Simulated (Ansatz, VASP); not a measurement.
## One calculation of Al3Cu, two programs

File POSCAR:

```
Al3Cu
1.0
    2.7784054294      0.0000000000      0.0000000000
    0.0000000000      2.7784054294      0.0000000000
    0.0000000000      0.0000000000      7.5134034100
Al Cu
3 1
Direct
    0.0000000000      0.0000000000      0.5000000000
    0.5000000000      0.5000000000      0.2261155100
    0.5000000000      0.5000000000      0.7738844900
    0.0000000000      0.0000000000      0.0000000000
```

Contents of INCAR.step1:

```
ALGO = Normal
EDIFF = 1E-4
ENCUT = 520
GGA = PE
ISMEAR = 0
LASPH = T
LCHARG = F
LREAL = F
LWAVE = T
NBANDS = 18
NELM = 60
PREC = Accurate
SIGMA = 0.1
```

INCAR.step2

```
ALGO = Normal
EDIFF = 1E-6
ENCUT = 520
ISIF = 2
ISMEAR = 0
ISTART = 1
LASPH = T
LCHARG = T
LELF = T
LMIXTAU = T
LREAL = F
LVHAR = T
LWAVE = F
METAGGA = R2SCAN
NBANDS = 18
NELM = 60
PREC = Accurate
SIGMA = 0.1
```

File KPOINTS:

```
k-points
0
Gamma
  10 10 4
```

Input for Ansatz:

```yaml
crystal:
  lattice:
    - [2.7784054294, 0.0, 0.0]
    - [0.0, 2.7784054294, 0.0]
    - [0.0, 0.0, 7.51340341]
  atoms:
    - { symbol: Al, position: [0.0, 0.0, 0.5] }
    - { symbol: Al, position: [0.5, 0.5, 0.22611551] }
    - { symbol: Al, position: [0.5, 0.5, 0.77388449] }
    - { symbol: Cu, position: [0.0, 0.0, 0.0] }
basis:
  ecutwfc: 500
kpoints:
  mp_grid: { grid: [10, 10, 4] }
hamiltonian:
  xc: r2scan
scf:
  occupations: { method: gaussian, width: 0.1 }
output:
  forces: true
  stress: true
  eigenvalues: true
```

Alike in both runs: task single point; functional r2SCAN; k mesh 10 × 10 × 4; occupations gaussian, width 0.1 eV; no spin polarisation.

|  | VASP | Ansatz |
| --- | --- | --- |
| version | VASP 6.6.1 | Ansatz 0.2.0 |
| potentials or method | VASP PAW PBE potentials, release 64 (Al, Cu), cutoff 520 eV | scalar-relativistic, plane waves, PAW |
| valence electrons in the cell | 20 | 28 |

Ansatz gave:

```
gap on the k mesh at the Fermi level (eV)                     : none
pressure (GPa)                                                : 0.6
traceless stress, the component that is largest in VASP (GPa) : 1.17
rms of the force components (eV/Å)                            : 0.057
```

Task: Which values does VASP return?

Result: gap on the k mesh at the Fermi level (eV): none; pressure (GPa): 0.4; traceless stress, the component that is largest in VASP (GPa): 1.15; rms of the force components (eV/Å): 0.050.

VASP's potentials were made for PBE, not for r2SCAN. Atom by atom the forces differ by 0.008 eV/Å (rms over components). A gap of «none» marks a metal or a gap that the smearing closes. The functional is the same, so the differences come from potentials, cutoffs and numerics. VASP's potentials hold 20 valence electrons a cell and Ansatz's 28, so a difference there can come from the potentials and not from the codes.
